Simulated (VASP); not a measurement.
A run of VASP 6.6.1:

File INCAR:

```
SYSTEM = C
PREC = Accurate ; ENCUT = 520
EDIFF = 1E-6 ; ISMEAR = 0
SIGMA = 0.1 ; LREAL = .False.
LASPH = .True. ; NELM = 150
ALGO = Normal ; ISIF = 2
LWAVE = .False. ; LCHARG = .True.
ISPIN = 2 ; MAGMOM = 1
LORBIT = 11 ; GGA = PE
LELF = .True. ; LVHAR = .True.
NBANDS = 12
```

File KPOINTS:

```
Automatic mesh
0
Gamma
  6 6 12
  0 0 0
```

File POSCAR:

```
C
1.0
    1.6703979481     -2.8554637929      0.0000000000
    1.6703979481      2.8554637929      0.0000000000
    0.0000000000      0.0000000000      1.2863842345
C
1
Direct
    0.0000000000      0.0000000000      0.0000000000
```

Potentials or basis: VASP PAW PBE potentials, release 64 (C).

Launch:

```bash
$ cat potpaw_PBE.64/C/POTCAR > POTCAR
$ mpirun -np 1 vasp_std > vasp.out
```

Hardware: 1 thread of Intel(R) Xeon(R) Platinum 8375C CPU @ 2.90GHz (Ice Lake), on a shared host.

Estimate the wall time of this run.

It took 21 s on 1 thread of Intel(R) Xeon(R) Platinum 8375C CPU @ 2.90GHz (Ice Lake) (shared host), peak memory 0.14 GiB. Counts: scf iterations 14, k points 91.
